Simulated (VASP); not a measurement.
# TiAl2 (Cmmm) in VASP: notebook, part 3 of 3

VASP 6.6.1. The steps go on from the part before.

**5. Single point, r2SCAN**

This run uses another cell than the first one, of 16.35 Å³/atom.

POSCAR reads:

```
TiAl2
1.0
    1.9821744200     -6.1180550600      0.0000000000
    1.9821744200      6.1180550600      0.0000000000
    0.0000000000      0.0000000000      4.0443452200
Ti Al
2 4
Direct
    0.6561782425      0.3438217575      0.0000000000
    0.3438217575      0.6561782425      0.0000000000
    0.0000000000      0.0000000000      0.0000000000
    0.8270102734      0.1729897266      0.5000000000
    0.1729897266      0.8270102734      0.5000000000
    0.5000000000      0.5000000000      0.5000000000
```

INCAR.step1 reads:

```
PREC     = Accurate       # precision mode
ENCUT    = 520            # plane-wave cutoff, eV
ISMEAR   = -1             # smearing method
SIGMA    = 0.1            # smearing width, eV
LREAL    = F              # projectors in reciprocal space
LASPH    = T              # aspherical terms in the spheres
NELM     = 60             # most SCF steps
NBANDS   = 27             # bands
GGA      = PE             # functional
ALGO     = Normal         # electronic algorithm
EDIFF    = 1E-4           # SCF threshold, eV
LWAVE    = T              # write WAVECAR
LCHARG   = F              # write CHGCAR
```

INCAR.step2 reads:

```
PREC     = Accurate       # precision mode
ENCUT    = 520            # plane-wave cutoff, eV
EDIFF    = 1E-6           # SCF threshold, eV
ISMEAR   = -1             # smearing method
SIGMA    = 0.1            # smearing width, eV
LREAL    = F              # projectors in reciprocal space
LASPH    = T              # aspherical terms in the spheres
NELM     = 60             # most SCF steps
ALGO     = Normal         # electronic algorithm
ISIF     = 2              # what is computed and relaxed
LWAVE    = F              # write WAVECAR
LCHARG   = F              # write CHGCAR
METAGGA  = R2SCAN         # meta-GGA
LMIXTAU  = T            
NBANDS   = 27             # bands
ISTART   = 1
```

KPOINTS reads:

```
Automatic mesh
0
Gamma
  8 8 8
```

Potentials or basis: VASP PAW PBE potentials, release 64 (Ti_sv, Al).

On the command line:

```
$ cat potpaw_PBE.64/Ti_sv/POTCAR potpaw_PBE.64/Al/POTCAR > POTCAR
$ cp INCAR.step1 INCAR
$ mpirun -np 1 vasp_std > vasp.out
$ cp INCAR.step2 INCAR
$ mpirun -np 1 vasp_std > vasp.out
```

OUTCAR:

```text
PREC = Accurate
   ENCUT = 520
   EDIFF = 1E-6
   ISMEAR = -1
   LREAL = F
   LASPH = T
   NELM = 60
   ISIF = 2
   METAGGA = R2SCAN
   ISTART = 1

 ion  position               nearest neighbor table
   1  0.656  0.344  0.000-   3 2.75   3 2.75   6 2.78   6 2.78   5 2.84   5 2.84   5 2.84   5 2.84
                             4 2.91   4 2.91
   2  0.344  0.656  0.000-   3 2.75   3 2.75   6 2.78   6 2.78   4 2.84   4 2.84   4 2.84   4 2.84
                             5 2.91   5 2.91
   3  0.000  0.000  0.000-   1 2.75   2 2.75   1 2.75   2 2.75   6 2.83   6 2.83   6 2.83   6 2.83
                             4 2.93   4 2.93   5 2.93   5 2.93
   4  0.827  0.173  0.500-   5 2.74   5 2.74   2 2.84   2 2.84   2 2.84   2 2.84   6 2.90   6 2.90
                             1 2.91   1 2.91   3 2.93   3 2.93
   5  0.173  0.827  0.500-   4 2.74   4 2.74   1 2.84   1 2.84   1 2.84   1 2.84   6 2.90   6 2.90
                             2 2.91   2 2.91   3 2.93   3 2.93
   6  0.500  0.500  0.500-   1 2.78   2 2.78   1 2.78   2 2.78   3 2.83   3 2.83   3 2.83   3 2.83
                             5 2.90   4 2.90   5 2.90   4 2.90

  LATTYP: Found a base centered orthorhombic cell.
 ALAT       =     3.9643488400
 B/A-ratio  =     3.0865371878
 C/A-ratio  =     1.0201789457

  Lattice vectors:

 A1 = (   1.9821744200,  -6.1180550600,   0.0000000000)
 A2 = (   1.9821744200,   6.1180550600,   0.0000000000)
 A3 = (   0.0000000000,   0.0000000000,   4.0443452200)

Analysis of symmetry for initial positions (statically):
=====================================================================
 Subroutine PRICEL returns:
 Original cell was already a primitive cell.

 Routine SETGRP: Setting up the symmetry group for a
 base centered orthorhombic supercell.

 Subroutine GETGRP returns: Found  8 space group operations
 (whereof  8 operations were pure point group operations)
 out of a pool of  8 trial point group operations.

The static configuration has the point symmetry D_2h.

Analysis of symmetry for dynamics (positions and initial velocities):
=====================================================================
[... 142 lines left out ...]
   LORBIT       =      0    0 simple, 1 ext, 2 COOP (PROOUT), +10 PAW based schemes
   METAGGA = R2SCAN    functional components
   LHFCALC =     F    Hartree Fock is set to
   AEXX    =    0.0000 exact exchange contribution
   IVDW    =     0    specifies the selected vdW correction
   LEPSILON=     F    determine dielectric tensor
   LRPA    =     F    only Hartree local field effects (RPA)
 non-spin polarized calculation
  energy-cutoff  :      520.00
  volume of cell :       98.09
 maximum number of plane-waves:      2675
   NGX = 23   NGY = 23   NGZ = 15

 number of electron      36.0000007 magnetization

 Free energy of the ion-electron system (eV)
  ---------------------------------------------------
  ext. energy  EPLUGINS =         0.00000000
  ---------------------------------------------------
  free energy    TOTEN  =       -55.68194259 eV

  energy without entropy =      -55.59963039  energy(sigma->0) =      -55.64078649

 E-fermi :   8.2729     XC(G=0): -11.5055

 val. band max:        8.2697423593   @ k =  -0.2500   0.1250   0.0000
 cond. band min:       8.2755513719   @ k =   0.0000   0.0000   0.5000
 fundamental gap:      0.0058090126
 Fermi energy:         8.2729456764

 k-point     1 :       0.0000    0.0000    0.0000
  band No.  band energies     occupation
      1     -50.9079      2.00000
      2     -50.8813      2.00000
      3     -26.2240      2.00000
      4     -26.1937      2.00000
      5     -26.1627      2.00000
      6     -26.1440      2.00000
[... 709 lines left out ...]
     26      12.3552      0.00000
     27      12.7231      0.00000

 [... further k-points ...]

------------------------ aborting loop because EDIFF is reached ----------------------------------------

  FORCE on cell =-STRESS in cart. coord.  units (eV):
  Direction    XX          YY          ZZ          XY          YZ          ZX
  --------------------------------------------------------------------------------------
  -------------------------------------------------------------------------------------
  Total       -2.5843706     -2.6285578     -2.6385675     -0.0000000      0.0000000      0.0000000
  in kB      -42.2116090    -42.9333368    -43.0968300     -0.0000000      0.0000000      0.0000000
  external PRESSURE =     -42.7472586 kB  Pullay stress =       0.0000000 kB

 VOLUME and BASIS-vectors are now :
 -----------------------------------------------------------------------------
  energy-cutoff  :      520.00
  volume of cell :       98.09
      direct lattice vectors                 reciprocal lattice vectors
     1.982174420 -6.118055060  0.000000000     0.252248236 -0.081725319  0.000000000
     1.982174420  6.118055060  0.000000000     0.252248236  0.081725319  0.000000000
     0.000000000  0.000000000  4.044345220     0.000000000  0.000000000  0.247258813

 POSITION                                       TOTAL-FORCE (eV/Angst)
 -----------------------------------------------------------------------------------
      1.98217     -1.91101      0.00000        -0.000000      0.001089      0.000000
      1.98217      1.91101      0.00000        -0.000000     -0.001089      0.000000
      0.00000      0.00000      0.00000        -0.000000      0.000000      0.000000
      1.98217     -4.00133      2.02217        -0.000000     -0.004920      0.000000
      1.98217      4.00133      2.02217        -0.000000      0.004920      0.000000
      1.98217      0.00000      2.02217         0.000000     -0.000000      0.000000
 -----------------------------------------------------------------------------------
    total drift:                                0.000000     -0.000000      0.000000

  FREE ENERGIE OF THE ION-ELECTRON SYSTEM (eV)
  ---------------------------------------------------
  free  energy   TOTEN  =       -55.6819425861 eV

  energy  without entropy=      -55.5996303913  energy(sigma->0) =      -55.64078649
```

OUTCAR.step1:

```text
PREC = Accurate
   ENCUT = 520
   ISMEAR = -1
   LREAL = F
   LASPH = T
[... 962 lines left out ...]
      0.00000      0.00000      0.00000         0.000000     -0.000000      0.000000
      1.98217     -4.00133      2.02217         0.000000      0.007702      0.000000
      1.98217      4.00133      2.02217         0.000000     -0.007702      0.000000
      1.98217      0.00000      2.02217        -0.000000     -0.000000      0.000000
 -----------------------------------------------------------------------------------
    total drift:                                0.000000     -0.000000      0.000000

  FREE ENERGIE OF THE ION-ELECTRON SYSTEM (eV)
  ---------------------------------------------------
  free  energy   TOTEN  =       -33.2483998501 eV

  energy  without entropy=      -33.1562843982  energy(sigma->0) =      -33.20234212
```

OSZICAR.step1:

```text
N       E                     dE             d eps       ncg     rms          rms(c)
DAV:   1     0.328731340947E+03    0.32873E+03   -0.16438E+04  5678   0.133E+03
DAV:   2     0.118540598808E+01   -0.32755E+03   -0.31929E+03  5696   0.395E+02
DAV:   3    -0.335674226594E+02   -0.34753E+02   -0.34048E+02  9809   0.109E+02
DAV:   4    -0.369732843180E+02   -0.34059E+01   -0.33766E+01  8145   0.299E+01
DAV:   5    -0.371683413811E+02   -0.19506E+00   -0.19501E+00  8527   0.603E+00    0.147E+01
DAV:   6    -0.343680910323E+02    0.28003E+01   -0.39723E+01  7622   0.409E+01    0.773E+00
DAV:   7    -0.333388363344E+02    0.10293E+01   -0.10199E+01  7189   0.217E+01    0.351E+00
DAV:   8    -0.332608183079E+02    0.78018E-01   -0.88833E-01  7263   0.708E+00    0.108E+00
DAV:   9    -0.332474650476E+02    0.13353E-01   -0.11828E-01  7867   0.269E+00    0.380E-01
DAV:  10    -0.332486141546E+02   -0.11491E-02   -0.74809E-03  7748   0.578E-01    0.187E-01
DAV:  11    -0.332486353035E+02   -0.21149E-04   -0.60575E-03  7481   0.530E-01    0.138E-01
DAV:  12    -0.332484089216E+02    0.22638E-03   -0.18403E-03  7429   0.325E-01    0.252E-02
DAV:  13    -0.332483998501E+02    0.90715E-05   -0.77327E-05  3682   0.836E-02
   1 F= -.33248400E+02 E0= -.33202342E+02  d E =-.921155E-01
```

Wall time 13 min (1 thread of AMD EPYC 9R45 (Zen 5), shared host); peak memory 0.4 GiB.

What came out:

| Item | Value |
| --- | --- |
| Free energy | -55.6819 eV |
| Pressure | -4.3 GPa |
| Largest force | 0.005 eV/Å |
| Band gap on the k mesh | zero (bands 18 and 19 overlap by 1.72 eV) |

Forces on the atoms (eV/Å):
```
Ti   0.000  0.001  0.000
Ti   0.000 -0.001  0.000
Al   0.000  0.000  0.000
Al   0.000 -0.005  0.000
Al   0.000  0.005  0.000
Al   0.000  0.000  0.000
```

Caveat: the cell stands under tension; the PAW data sets were made with another functional, which shifts forces and pressure a little.

**6. The runs side by side**

```tsv
cell	gap on the mesh (eV)	pressure (GPa)	largest force (eV/Å)
a = 6.305, b = 6.305, c = 3.965 Å, angles 90.0, 90.0, 144.1°, 6 atoms, atomic positions A	none	2.4	0.01
a = 6.348, b = 6.348, c = 3.992 Å, angles 90.0, 90.0, 144.1°, 6 atoms, atomic positions B	none	0.0	0.01
a = 6.390, b = 6.390, c = 4.018 Å, angles 90.0, 90.0, 144.1°, 6 atoms, atomic positions C	none	-2.3	-
a = 6.431, b = 6.431, c = 4.044 Å, angles 90.0, 90.0, 144.1°, 6 atoms, atomic positions D	none	-4.3	-
```

Alike in all rows: task single point; level r2SCAN; potentials or basis VASP PAW PBE potentials, release 64 (Ti_sv, Al); no spin polarisation; k mesh 8 × 8 × 8; cutoff (eV) 520; smearing fermi-dirac 0.1 eV.

Caveats: the PAW data sets were made with another functional, which shifts forces and pressure a little; the cell stands under tension (at least some runs).

Total energies depend on the potentials used, so only differences within one code and one set of settings carry meaning.
